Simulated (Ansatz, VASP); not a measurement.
Two plane-wave programs on MgMo

File INCAR:

```
ALGO = Normal
EDIFF = 1E-8
ENCUT = 520
GGA = RP
ISIF = 2
ISMEAR = -1
LASPH = T
LCHARG = F
LEFG = T
LREAL = F
LWAVE = F
NBANDS = 15
NELM = 100
PREC = Accurate
SIGMA = 0.03
```

The input KPOINTS:

```
k-points
0
Gamma
  13 13 13
```

POSCAR

```
MgMo
1.0
    1.3793569998     -0.7963721351      4.7775338961
    0.0000000000      1.5927442703      4.7775338961
   -1.3793569998     -0.7963721351      4.7775338961
Mg Mo
1 1
Direct
    0.0000000000      0.0000000000      0.0000000000
    0.5000000000      0.5000000000      0.5000000000
```

Input for Ansatz:

```yaml
crystal:
  lattice:
    - [1.3793569998, -0.7963721351, 4.7775338961]
    - [0.0, 1.5927442703, 4.7775338961]
    - [-1.3793569998, -0.7963721351, 4.7775338961]
  atoms:
    - { symbol: Mg, position: [0.0, 0.0, 0.0] }
    - { symbol: Mo, position: [0.5, 0.5, 0.5] }
kpoints:
  mp_grid: { grid: [13, 13, 13] }
scf:
  occupations: { method: fermi_dirac, width: 0.03 }
hamiltonian:
  xc: rpbe
  pseudopotentials: { kind: paw }
output:
  forces: true
  stress: true
  eigenvalues: true
  efg: { contact_densities: true }
  write_density: true
  write_potential: true
  elf: true
  volumetric_format: npy
```

Alike in both runs: task electric field gradients; functional RPBE; k mesh 13 × 13 × 13; occupations fermi-dirac, width 0.03 eV; no spin polarisation.

|  | VASP | Ansatz |
| --- | --- | --- |
| version | VASP 6.6.1 | Ansatz 0.2.0 |
| potentials or method | VASP PAW PBE potentials, release 64 (Mg, Mo_sv) | PAW with Ansatz's default frozen-core files, scalar-relativistic |
| plane-wave cutoff (eV) | 520 | 420 |
| valence electrons in the cell | 16 | 24 |

Ansatz gave:

```
gap on the k mesh at the Fermi level (eV)                     : none
pressure (GPa)                                                : 16.5
traceless stress, the component that is largest in VASP (GPa) : -2.23
```

Q: Which values does VASP return?

A: gap on the k mesh at the Fermi level (eV): none; pressure (GPa): 16.6; traceless stress, the component that is largest in VASP (GPa): -2.36.

VASP's potentials were made for PBE, not for RPBE. A gap of «none» marks a metal or a gap that the smearing closes. The functional is the same, so the differences come from potentials, cutoffs and numerics. VASP's potentials hold 16 valence electrons a cell and Ansatz's 24, so a difference there can come from the potentials and not from the codes.
